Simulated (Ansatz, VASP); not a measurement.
**N in VASP and in Ansatz**

```
N
1.0
     2.19742    0.00000    0.00000
     1.09871    1.90302    0.00000
     1.09871    0.63434    1.79418
N
1
Direct
  0.00000 0.00000 0.00000
```

Alike in both runs: task single point; functional LDA; k mesh 12 × 12 × 12; occupations gaussian, width 0.05 eV; no spin polarisation.

```csv
,VASP,Ansatz
version,VASP 6.6.1,Ansatz 0.2.0
potentials or method,"VASP PAW LDA potentials, release 64 (N), cutoff 520 eV",all-electron (LAPW or listed datasets)
```

Ansatz gave:

| Quantity | Value |
| --- | --- |
| gap on the k mesh at the Fermi level (eV) | none |
| pressure (GPa) | -11.6 |

Q: What did VASP give for the same quantities?

A: gap on the k mesh at the Fermi level (eV): none; pressure (GPa): -11.5.

LDA's correlation is that of Perdew and Zunger in VASP and of Perdew and Wang (1992) in Ansatz. A gap of «none» marks a metal or a gap that the smearing closes. Ansatz ran all-electron here, and VASP with PAW potentials.
